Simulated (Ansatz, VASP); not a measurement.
BN: VASP beside Ansatz

File INCAR:

```
PREC = Accurate
ENCUT = 520
EDIFF = 1E-6
ISMEAR = -1
SIGMA = 0.03
LREAL = False
LASPH = True
NELM = 80
ALGO = Normal
ISIF = 2
LWAVE = False
LCHARG = False
GGA = PE
NBANDS = 11
```

KPOINTS

```
regular mesh
0
Gamma
  16 16 16
```

File POSCAR:

```
BN
1.0
    0.0000000000      1.7878589098      1.7878589098
    1.7878589098      0.0000000000      1.7878589098
    1.7878589098      1.7878589098      0.0000000000
B N
1 1
Direct
    0.0000000000      0.0000000000      0.0000000000
    0.2500000000      0.2500000000      0.2500000000
```

Input for Ansatz:

```yaml
crystal:
  lattice:
    - [0.0, 1.7878589098, 1.7878589098]
    - [1.7878589098, 0.0, 1.7878589098]
    - [1.7878589098, 1.7878589098, 0.0]
  atoms:
    - { symbol: B, position: [0.0, 0.0, 0.0] }
    - { symbol: "N", position: [0.25, 0.25, 0.25] }
kpoints:
  mp_grid: { grid: [16, 16, 16] }
scf:
  occupations: { method: fermi_dirac, width: 0.03 }
hamiltonian:
  xc: pbe
  pseudopotentials: { kind: all_electron, lapw: { basis_error: 0.00025 } }
output:
  forces: true
  stress: true
  eigenvalues: true
```

Change from the starting cell: volume scaled by 0.96.

Alike in both runs: task single point; functional PBE; k mesh 16 × 16 × 16; occupations fermi-dirac, width 0.03 eV; no spin polarisation.

|  | VASP | Ansatz |
| --- | --- | --- |
| version | VASP 6.6.1 | Ansatz 0.2.0 |
| potentials or method | VASP PAW PBE potentials, release 64 (B, N), cutoff 520 eV | all-electron LAPW, scalar-relativistic |

VASP gave:

| Item | Value |
| --- | --- |
| gap on the k mesh at the Fermi level (eV) | 4.49 |
| pressure (GPa) | 16.7 |

Question: Which values does Ansatz return?

Answer: gap on the k mesh at the Fermi level (eV): 4.50; pressure (GPa): 16.4.

Ansatz ran all-electron here, and VASP with PAW potentials.
